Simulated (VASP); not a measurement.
Write the native input for VASP 6.6.1 that does the following.

| Item | Value |
| --- | --- |
| Task | single point |
| Functional | PBE |
| Dispersion | D3(BJ) |
| Potentials or basis | VASP PAW PBE potentials, release 64 (W_sv, S) |
| Cutoff | 520 eV |
| k mesh | 12 × 12 × 4 |
| Occupations | gaussian, width 0.01 eV |
| Spin | no spin polarisation |
| Dipole correction | no |
| Further INCAR settings | ALGO = Normal; EDIFF = 1e-07; NBANDS = 35 |

The structure of WS2 (base) lies in POSCAR:

```
WS2
1.0
    3.1620761561      0.0000000000      0.0000000000
   -1.5810380780      2.7384382799      0.0000000000
    0.0000000000      0.0000000000     12.3212814290
W S
2 4
Direct
    0.3333333333      0.6666666667      0.2500000000
    0.6666666667      0.3333333333      0.7500000000
    0.3333333333      0.6666666667      0.6222601749
    0.6666666667      0.3333333333      0.1222601749
    0.3333333333      0.6666666667      0.8777398251
    0.6666666667      0.3333333333      0.3777398251
```

This cell differs from its parent crystal: volume scaled by 1.02, then relaxed in part.

The input as run:

INCAR

```
PREC = Accurate
ENCUT = 520
EDIFF = 1E-7
ISMEAR = 0
SIGMA = 0.01
LREAL = F
LASPH = T
NELM = 80
ALGO = Normal
ISIF = 2
LWAVE = F
LCHARG = T
GGA = PE
IVDW = 12
LELF = T
LVHAR = T
NBANDS = 35
```

KPOINTS

```
regular mesh
0
Gamma
  12 12 4
```

Potentials or basis: VASP PAW PBE potentials, release 64 (W_sv, S).

Launch:

```bash
$ cat potpaw_PBE.64/W_sv/POTCAR potpaw_PBE.64/S/POTCAR > POTCAR
$ mpirun -np 1 vasp_std > vasp.out
```

Results of the run:

The pressure is -0.9 GPa and the band gap on the k mesh is 0.99 eV, indirect (least direct gap 1.82 eV). The dispersion energy per atom is -0.426 eV.

Caveat: spin-orbit coupling is left out, which moves the levels of the heavy elements.

It used 480 s of CPU time on 1 thread of AMD EPYC 7R13 Processor (Zen 3), on a shared host.
